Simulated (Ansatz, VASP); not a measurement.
Zr2N in VASP and in Ansatz

```
Zr N
1.0
     5.33192    0.00000    0.00000
     0.00000    5.33192    0.00000
     0.00000    0.00000    3.25150
Zr N
4 2
Cartesian
  1.5770 1.5770 0.0000
  3.7550 3.7550 0.0000
  4.2429 1.0890 1.6258
  1.0890 4.2429 1.6258
  0.0000 0.0000 0.0000
  2.6660 2.6660 1.6258
```

Alike in both runs: functional LDA; k mesh 8 × 8 × 12; occupations fermi-dirac, width 0.15 eV; no spin polarisation.

Ansatz relaxed the structure, and its values are those at the end. VASP's run is a single point on that final structure, the one shown.

|  | VASP | Ansatz |
| --- | --- | --- |
| version | VASP 6.6.1 | Ansatz 0.2.0 |
| potentials or method | VASP PAW LDA potentials, release 64 (Zr_sv, N), cutoff 520 eV | scalar-relativistic, plane waves, PAW |
| valence electrons in the cell | 58 | 58 |

Ansatz gave:

```
gap on the k mesh at the Fermi level (eV) : none
pressure (GPa)                            : 0.0
rms of the force components (eV/Å)        : 0.000
```

Q: Which values does VASP return?

A: gap on the k mesh at the Fermi level (eV): none; pressure (GPa): 0.5; rms of the force components (eV/Å): 0.004.

LDA's correlation is that of Perdew and Zunger in VASP and of Perdew and Wang (1992) in Ansatz. A gap of «none» marks a metal or a gap that the smearing closes.
